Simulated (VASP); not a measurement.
A run of VASP 6.6.1:

Contents of INCAR:

```
SYSTEM = Lu
ALGO = Normal
EDIFF = 1E-6
ENCUT = 520
GGA = PE
ISIF = 2
ISMEAR = 0
LASPH = .TRUE.
LCHARG = .FALSE.
LREAL = .FALSE.
LWAVE = .FALSE.
NBANDS = 18
NELM = 100
PREC = Accurate
SIGMA = 0.05
```

KPOINTS

```
k-points
0
G
  8 8 8
  0 0 0
```

The input POSCAR:

```
Lu
1.0
   -1.9478264935      1.9478264935      1.9478264935
    1.9478264935     -1.9478264935      1.9478264935
    1.9478264935      1.9478264935     -1.9478264935
Lu
1
Direct
    0.0000000000      0.0000000000      0.0000000000
```

Potentials or basis: VASP PAW PBE potentials, release 64 (Lu).

The run is started by

```bash
$ cat potpaw_PBE.64/Lu/POTCAR > POTCAR
$ mpirun -np 1 vasp_std > vasp.out
```

Hardware: 1 thread of Intel(R) Xeon(R) 6975P-C (Granite Rapids), on a shared host.

Question: How long does it take, and how much memory?

Answer: Run time: 9 s on 1 thread of Intel(R) Xeon(R) 6975P-C (Granite Rapids), on a shared host, peak memory 0.17 GiB. Counts: scf iterations 12, k points 29.
